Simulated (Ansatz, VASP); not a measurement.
**ZnS in VASP and in Ansatz**

```xyz
2
Lattice="0.0898 2.7839 2.7839 2.7839 0.0898 2.7839 2.7839 2.7839 0.0898" Properties=species:S:1:pos:R:3 pbc="T T T"
Zn    0.0119    0.0119    0.0119
S     1.4025    1.4025    1.4025
```

Change from the starting cell: shear_111 strain +5.0%.

Alike in both runs: task single point; functional r2SCAN; k mesh 8 × 8 × 8; no spin polarisation.

|  | VASP | Ansatz |
| --- | --- | --- |
| version | VASP 6.6.1 | Ansatz 0.2.0 |
| potentials or method | VASP PAW PBE potentials, release 64 (Zn, S) | plane waves, PAW |
| plane-wave cutoff (eV) | 520 | 500 |
| occupations | gaussian, width 0.01 eV | fixed |
| valence electrons in the cell | 18 | 18 |

|  | VASP | Ansatz | Ansatz less VASP |
| --- | --- | --- | --- |
| gap on the k mesh at the Fermi level (eV) | 2.35 | 2.35 | -0.006 |
| pressure (GPa) | -3.3 | -3.4 | -0.06 |
| traceless stress, the component that is largest in VASP (GPa) | -1.61 | -1.61 | +0.001 |
| rms of the force components (eV/Å) | 0.007 | 0.003 | -0.0035 |

VASP's potentials were made for PBE, not for r2SCAN. Atom by atom the forces differ by 0.003 eV/Å (rms over components).
